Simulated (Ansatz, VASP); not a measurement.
**Two plane-wave programs on TaN**

```
CELL_PARAMETERS angstrom
0.00000 2.20863 2.20863
2.20863 0.00000 2.20863
2.20863 2.20863 0.00000
ATOMIC_POSITIONS crystal
Ta 0.51698 0.51698 0.48302
N 0.00000 0.00000 0.00000
```

Change from the starting cell: all Ta atoms moved +0.075 Å, as atom 1 along Cartesian [0 0 1].

Alike in both runs: task single point; functional PBE; k mesh 24 × 24 × 24; occupations gaussian, width 0.15 eV; no spin polarisation.

|  | VASP | Ansatz |
| --- | --- | --- |
| version | VASP 6.6.1 | Ansatz 0.2.0 |
| potentials or method | VASP PAW PBE potentials, release 64 (Ta_pv, N), cutoff 520 eV | scalar-relativistic, plane waves, PAW |
| valence electrons in the cell | 16 | 18 |

Ansatz gave:

- gap on the k mesh at the Fermi level (eV): none
- pressure (GPa): 0.9
- traceless stress, the component that is largest in VASP (GPa): 1.77
- rms of the force components (eV/Å): 0.323

Problem. Which values does VASP return?

Solution. gap on the k mesh at the Fermi level (eV): none; pressure (GPa): 1.7; traceless stress, the component that is largest in VASP (GPa): 1.79; rms of the force components (eV/Å): 0.323.

Atom by atom the forces differ by 0.000 eV/Å (rms over components). A gap of «none» marks a metal or a gap that the smearing closes. VASP's potentials hold 16 valence electrons a cell and Ansatz's 18, so a difference there can come from the potentials and not from the codes.

Neither program's run includes spin-orbit coupling.
